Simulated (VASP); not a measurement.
# BP2 (Fm-3m) in VASP: relaxation of cell and atoms with PBE

Aim: the relaxation of cell and atoms of BP2 with PBE.

Everything below comes from runs of VASP 6.6.1. Logs are shortened: lines on timing, memory, paths and dates and some standing lists are left out, and cuts for length are marked.

## (1) The cell of the first run

It takes space group Fm-3m (No. 225, cubic). The conventional cell has a = 5.302 Å, b = 5.302 Å, c = 5.302 Å, α = 90.00°, β = 90.00°, γ = 90.00°. Within 3.0 Å of B (site symmetry m-3m) lie 8 P at 2.30 Å. P (site symmetry -43m) has 4 B at 2.30 Å and 6 P at 2.65 Å within 3.0 Å.

## (2) Relaxation of cell and atoms, PBE

The input, INCAR:

```
ALGO = Normal
EDIFF = 1E-6
EDIFFG = -0.01
ENCUT = 600
GGA = PE
IBRION = 2
ISIF = 3
ISMEAR = 0
LASPH = T
LCHARG = F
LREAL = F
LWAVE = F
NELM = 80
NSW = 100
PREC = Accurate
SIGMA = 0.1
```

The input, KPOINTS:

```
k-points
0
Gamma
  16 16 16
```

The input, POSCAR:

```
BP2
1.0
    0.0000000000      2.6510740958      2.6510740958
    2.6510740958      0.0000000000      2.6510740958
    2.6510740958      2.6510740958      0.0000000000
B P
1 2
Direct
    0.0000000000      0.0000000000      0.0000000000
    0.2500000000      0.2500000000      0.2500000000
    0.7500000000      0.7500000000      0.7500000000
```

Potentials or basis: VASP PAW PBE potentials, release 64 (B, P).

Launch:

```sh
$ cat potpaw_PBE.64/B/POTCAR potpaw_PBE.64/P/POTCAR > POTCAR
$ mpirun -np 1 vasp_std > vasp.out
```

OUTCAR:

```text
EDIFF = 1E-6
   EDIFFG = -0.01
   ENCUT = 600
   GGA = PE
   IBRION = 2
   ISIF = 3
   ISMEAR = 0
   LASPH = T
   LREAL = F
   NELM = 80
   NSW = 100
   PREC = Accurate

 ion  position               nearest neighbor table
   1  0.000  0.000  0.000-   3 2.30   3 2.30   2 2.30   2 2.30   3 2.30   2 2.30   3 2.30   2 2.30

   2  0.250  0.250  0.250-   1 2.30   1 2.30   1 2.30   1 2.30   3 2.65   3 2.65   3 2.65   3 2.65
                             3 2.65   3 2.65
   3  0.750  0.750  0.750-   1 2.30   1 2.30   1 2.30   1 2.30   2 2.65   2 2.65   2 2.65   2 2.65
                             2 2.65   2 2.65

  LATTYP: Found a face centered cubic cell.
 ALAT       =     5.3021481916

  Lattice vectors:

 A1 = (   0.0000000000,   2.6510740958,   2.6510740958)
 A2 = (   2.6510740958,   0.0000000000,   2.6510740958)
 A3 = (   2.6510740958,   2.6510740958,   0.0000000000)

Analysis of symmetry for initial positions (statically):
=====================================================================
 Subroutine PRICEL returns:
 Original cell was already a primitive cell.

 Routine SETGRP: Setting up the symmetry group for a
 face centered cubic supercell.

 Subroutine GETGRP returns: Found 48 space group operations
 (whereof 48 operations were pure point group operations)
 out of a pool of 48 trial point group operations.

The static configuration has the point symmetry O_h .

Analysis of symmetry for dynamics (positions and initial velocities):
=====================================================================
 Subroutine PRICEL returns:
 Original cell was already a primitive cell.

 Routine SETGRP: Setting up the symmetry group for a
 face centered cubic supercell.

 Subroutine GETGRP returns: Found 48 space group operations
 (whereof 48 operations were pure point group operations)
 out of a pool of 48 trial point group operations.

The dynamic configuration has the point symmetry O_h .

 Subroutine INISYM returns: Found 48 space group operations
 (whereof 48 operations are pure point group operations),
 and found     1 'primitive' translations

----------------------------------------------------------------------------------------

                                     Primitive cell

  volume of cell :      37.2645

  direct lattice vectors                    reciprocal lattice vectors
     0.000000000  2.651074096  2.651074096    -0.188602801  0.188602801  0.188602801
     2.651074096  0.000000000  2.651074096     0.188602801 -0.188602801  0.188602801
     2.651074096  2.651074096  0.000000000     0.188602801  0.188602801 -0.188602801

  length of vectors
     3.749184941  3.749184941  3.749184941     0.326669634  0.326669634  0.326669634

  position of ions in fractional coordinates (direct lattice)
     0.000000000  0.000000000  0.000000000
     0.250000000  0.250000000  0.250000000
     0.750000000  0.750000000  0.750000000

  ion indices of the primitive-cell ions
   primitive index   ion index
                 1           1
                 2           2
                 3           3

----------------------------------------------------------------------------------------

 KPOINTS: k-points

Automatic generation of k-mesh.
 Grid dimensions read from file:
 generate k-points for:   16   16   16

 Generating k-lattice:

  Cartesian coordinates                     Fractional coordinates (reciprocal lattice)
    -0.011787675  0.011787675  0.011787675     0.062500000  0.000000000  0.000000000
     0.011787675 -0.011787675  0.011787675     0.000000000  0.062500000  0.000000000
     0.011787675  0.011787675 -0.011787675     0.000000000  0.000000000  0.062500000

  Length of vectors
     0.020416852  0.020416852  0.020416852

  Shift w.r.t. Gamma in fractional coordinates (k-lattice)
     0.000000000  0.000000000  0.000000000

[... 65 lines left out ...]
   ISMEAR =     0;   SIGMA  =   0.10  broadening in eV -4-tet -1-fermi 0-gaus
   EFERMI_NEDOS =   21; number of points for ismear=-14 and -15
   IALGO  =     38    algorithm
   IMIX   =      4    mixing-type and parameters
     AMIX     =   0.40;   BMIX     =  1.00
     AMIX_MAG =   1.60;   BMIX_MAG =  1.00
  volume/ion in A,a.u.               =      12.42        83.82
  Fermi-wavevector in a.u.,A,eV,Ry     =   1.152455  2.177825 18.070621  1.328153
  Thomas-Fermi vector in A             =   2.289106
   LORBIT       =      0    0 simple, 1 ext, 2 COOP (PROOUT), +10 PAW based schemes
   GGA     = PE    functional components
   LHFCALC =     F    Hartree Fock is set to
   AEXX    =    0.0000 exact exchange contribution
   IVDW    =     0    specifies the selected vdW correction
   LEPSILON=     F    determine dielectric tensor
   LRPA    =     F    only Hartree local field effects (RPA)
 conjugate gradient relaxation of ions
 non-spin polarized calculation
 Gauss-broadening in eV      SIGMA  =   0.10
  energy-cutoff  :      600.00
  volume of cell :       37.26
 maximum number of plane-waves:      1266
 NGX is ok and might be reduce to    30
   NGX = 15   NGY = 15   NGZ = 15

--------------------------------------- Ionic step        1  -------------------------------------------

 number of electron      13.0000002 magnetization

 Free energy of the ion-electron system (eV)
  ---------------------------------------------------
  ext. energy  EPLUGINS =         0.00000000
  ---------------------------------------------------
  free energy    TOTEN  =       -14.35434323 eV

  energy without entropy =      -14.34713093  energy(sigma->0) =      -14.35073708

------------------------ aborting loop because EDIFF is reached ----------------------------------------

  FORCE on cell =-STRESS in cart. coord.  units (eV):
  Direction    XX          YY          ZZ          XY          YZ          ZX
  --------------------------------------------------------------------------------------
  -------------------------------------------------------------------------------------
  Total       -0.2888150     -0.2888150     -0.2888150      0.0000000     -0.0000000      0.0000000
  in kB      -12.4175171    -12.4175171    -12.4175171      0.0000000     -0.0000000      0.0000000
  external PRESSURE =     -12.4175171 kB  Pullay stress =       0.0000000 kB

 VOLUME and BASIS-vectors are now :
 -----------------------------------------------------------------------------
  energy-cutoff  :      600.00
  volume of cell :       37.26
      direct lattice vectors                 reciprocal lattice vectors
     0.000000000  2.651074096  2.651074096    -0.188602801  0.188602801  0.188602801
     2.651074096  0.000000000  2.651074096     0.188602801 -0.188602801  0.188602801
     2.651074096  2.651074096  0.000000000     0.188602801  0.188602801 -0.188602801

 POSITION                                       TOTAL-FORCE (eV/Angst)
 -----------------------------------------------------------------------------------
      0.00000      0.00000      0.00000        -0.000000      0.000000     -0.000000
      1.32554      1.32554      1.32554         0.000000      0.000000      0.000000
      3.97661      3.97661      3.97661        -0.000000     -0.000000     -0.000000
 -----------------------------------------------------------------------------------
    total drift:                               -0.000000      0.000000      0.000000

  FREE ENERGIE OF THE ION-ELECTRON SYSTEM (eV)
  ---------------------------------------------------
  free  energy   TOTEN  =       -14.3543432315 eV

  energy  without entropy=      -14.3471309254  energy(sigma->0) =      -14.35073708

--------------------------------------- Ionic step        2  -------------------------------------------

 number of electron      13.0000002 magnetization

 Free energy of the ion-electron system (eV)
  ---------------------------------------------------
  ext. energy  EPLUGINS =         0.00000000
  ---------------------------------------------------
  free energy    TOTEN  =       -14.35645981 eV

  energy without entropy =      -14.34880392  energy(sigma->0) =      -14.35263186

 E-fermi :   9.4074     XC(G=0): -11.4060

 val. band max:        9.4037739685   @ k =   0.1875   0.1875   0.0000
 cond. band min:       9.4136525427   @ k =   0.3750   0.0625   0.0000
 fundamental gap:      0.0098785742
 Fermi energy:         9.4073751071

 k-point     1 :       0.0000    0.0000    0.0000
  band No.  band energies     occupation
      1      -7.3967      2.00000
      2       4.5380      2.00000
      3       6.0197      2.00000
      4       6.0197      2.00000
      5       6.0197      2.00000
      6       7.0755      2.00000
      7       7.0755      2.00000
      8       7.0755      2.00000
      9      10.3634      0.00000
     10      12.6073      0.00000
[... 287 lines left out ...]
 k-point    24 :      -0.0625    0.0625    0.0000
  band No.  band energies     occupation
      1      -7.2484      2.00000
      2       3.3898      2.00000
      3       4.9759      2.00000
      4       6.1343      2.00000
      5       6.1659      2.00000
      6       6.9076      2.00000
      7       7.5181      2.00000
      8       8.3318      2.00000
      9      10.9862      0.00000
     10      11.7003      0.00000

 [... further k-points ...]

------------------------ aborting loop because EDIFF is reached ----------------------------------------

  FORCE on cell =-STRESS in cart. coord.  units (eV):
  Direction    XX          YY          ZZ          XY          YZ          ZX
  --------------------------------------------------------------------------------------
  -------------------------------------------------------------------------------------
  Total       -0.0150741     -0.0150741     -0.0150741      0.0000000      0.0000000     -0.0000000
  in kB       -0.6572211     -0.6572211     -0.6572211      0.0000000      0.0000000     -0.0000000
  external PRESSURE =      -0.6572211 kB  Pullay stress =       0.0000000 kB

 VOLUME and BASIS-vectors are now :
 -----------------------------------------------------------------------------
  energy-cutoff  :      600.00
  volume of cell :       36.75
      direct lattice vectors                 reciprocal lattice vectors
    -0.000000000  2.638761444  2.638761444    -0.189482835  0.189482835  0.189482835
     2.638761444 -0.000000000  2.638761444     0.189482835 -0.189482835  0.189482835
     2.638761444  2.638761444  0.000000000     0.189482835  0.189482835 -0.189482835

 POSITION                                       TOTAL-FORCE (eV/Angst)
 -----------------------------------------------------------------------------------
      2.63876      2.63876      5.27752        -0.000000     -0.000000     -0.000000
      1.31938      1.31938      1.31938        -0.000000     -0.000000      0.000000
      3.95814      3.95814      3.95814         0.000000      0.000000      0.000000
 -----------------------------------------------------------------------------------
    total drift:                                0.000000     -0.000000     -0.000000

  FREE ENERGIE OF THE ION-ELECTRON SYSTEM (eV)
  ---------------------------------------------------
  free  energy   TOTEN  =       -14.3564598063 eV

  energy  without entropy=      -14.3488039162  energy(sigma->0) =      -14.35263186

 reached required accuracy - stopping structural energy minimisation
```

Run time: 51 s. Hardware: 1 thread of Intel Xeon Platinum 8559C (Emerald Rapids), shared host; peak memory 0.2 GiB.

Results:

```yaml
Free_energy: -14.3565 eV
Relaxed_volume: 12.25 Å³/atom
Relaxed_cell: a = 3.732 Å, b = 3.732 Å, c = 3.732 Å, α = 60.00°, β = 60.00°, γ = 60.00°
Space_group_after_relaxing_to_0.1_Å: Fm-3m (No. 225)
Energy_gained_by_relaxing: 0.7 meV/atom
Ionic_steps: 2
Pressure_after_relaxing: -0.1 GPa
Band_gap_on_the_k_mesh: zero (an odd number of electrons rules out a gap without spin polarisation)
```

Step by step:
| step | energy change (eV) | largest force (eV/Å) | pressure (GPa) | volume (Å³) |
| --- | --- | --- | --- | --- |
| 1 | 0.0000 | 0.0000 | -1.24 | 37.26 |
| 2 | -0.0021 | 0.0000 | -0.07 | 36.75 |

Final structure:
```cif
data_structure
_symmetry_space_group_name_H-M 'P 1'
_symmetry_Int_Tables_number 1
_cell_length_a 3.7318
_cell_length_b 3.7318
_cell_length_c 3.7318
_cell_angle_alpha 60.000
_cell_angle_beta 60.000
_cell_angle_gamma 60.000
_cell_volume 36.75
loop_
_atom_site_label
_atom_site_type_symbol
_atom_site_fract_x
_atom_site_fract_y
_atom_site_fract_z
_atom_site_occupancy
B1 B 0.00000 0.00000 0.00000 1
P1 P 0.25000 0.25000 0.25000 1
P2 P 0.75000 0.75000 0.75000 1
```

Levels at points of the mesh, in eV from the Fermi level:
```tsv
k point	band 4	band 5	band 6	band 7	band 8	band 9	band 10
(0.00, 0.00, 0.00)	-3.39	-3.39	-2.33	-2.33	-2.33	0.96	3.20
(0.50, 0.00, 0.00)	-4.74	-4.11	-2.41	-2.41	-0.59	5.17	5.17
(0.50, 0.50, 0.00)	-7.23	-7.23	-2.41	4.40	4.40	5.69	5.86
```
